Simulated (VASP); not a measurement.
Runs of VASP 6.6.1 on TiCo. The structure is that of space group Pm-3m (No. 221), or close to it. The cells are those of the table. 

```tsv
cell	k mesh	gap on the mesh (eV)	pressure (GPa)	moment (μB)
a = 2.893 Å, 2 atoms	18 × 18 × 18	none	17.9	0.70
a = 2.974 Å, 2 atoms	6 × 6 × 6	none	(b)	0.36
a = 2.924 Å, 2 atoms	18 × 18 × 18	none	10.9	0.77
a = 2.809 Å, 2 atoms	6 × 6 × 6	none	42.7	0.20
a = 2.861 Å, 2 atoms	18 × 18 × 18	none	26.0	(a)
```

Alike in all rows: task single point; level PBE; potentials or basis VASP PAW PBE potentials, release 64 (Ti_sv, Co); spin collinear, ferromagnetic start; cutoff (eV) 520; smearing gaussian 0.1 eV.

Q: Fill in the values left out.

A: (a) 0.55; (b) -0.3.

Caveats: some runs use coarse meshes; the cell stands under pressure (at least some runs).

A gap of «none» marks levels without a gap at the run's occupations.
